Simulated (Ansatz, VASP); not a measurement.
**MgS in VASP and in Ansatz**

File INCAR:

```
SYSTEM = MgS
  ALGO = Normal
  EDIFF = 1E-8
  ENCUT = 520
  GGA = PE
  GGA_COMPAT = .False.
  ISIF = 2
  ISMEAR = -1
  LASPH = .True.
  LCHARG = .False.
  LEFG = .True.
  LREAL = .False.
  LWAVE = .False.
  NBANDS = 11
  NELM = 120
  PREC = Accurate
  SIGMA = 0.03
```

Contents of KPOINTS:

```
k-points
0
Gamma
  10 10 10
  0 0 0
```

The input POSCAR:

```
MgS
1.0
    0.0000000000      2.5797863613      2.5797863613
    2.5797863613      0.0000000000      2.5797863613
    2.5797863613      2.5797863613      0.0000000000
Mg S
1 1
Direct
    0.0000000000      0.0000000000      0.0000000000
    0.5000000000      0.5000000000      0.5000000000
```

Input for Ansatz:

```yaml
crystal:
  lattice:
    - [0.0, 2.5797863613, 2.5797863613]
    - [2.5797863613, 0.0, 2.5797863613]
    - [2.5797863613, 2.5797863613, 0.0]
  atoms:
    - { symbol: Mg, position: [0.0, 0.0, 0.0] }
    - { symbol: S, position: [0.5, 0.5, 0.5] }
kpoints:
  mp_grid: { grid: [10, 10, 10] }
scf:
  occupations: { method: fermi_dirac, width: 0.03 }
hamiltonian:
  xc: pbe
  pseudopotentials: { kind: paw }
output:
  forces: true
  stress: true
  eigenvalues: true
  efg: { contact_densities: true }
```

Change from the starting cell: volume scaled by 0.975, PAW files.

Alike in both runs: task electric field gradients; functional PBE; k mesh 10 × 10 × 10; occupations fermi-dirac, width 0.03 eV; no spin polarisation.

|  | VASP | Ansatz |
| --- | --- | --- |
| version | VASP 6.6.1 | Ansatz 0.2.0 |
| potentials or method | VASP PAW PBE potentials, release 64 (Mg, S) | PAW with Ansatz's default frozen-core files, scalar-relativistic |
| plane-wave cutoff (eV) | 520 | 420 |
| valence electrons in the cell | 8 | 16 |

Ansatz gave:

```
gap on the k mesh at the Fermi level (eV) : 2.84
pressure (GPa)                            : 3.3
```

What did VASP give for the same quantities?

gap on the k mesh at the Fermi level (eV): 2.83; pressure (GPa): 2.9.

The functional is the same, so the differences come from potentials, cutoffs and numerics. VASP's potentials hold 8 valence electrons a cell and Ansatz's 16, so a difference there can come from the potentials and not from the codes.
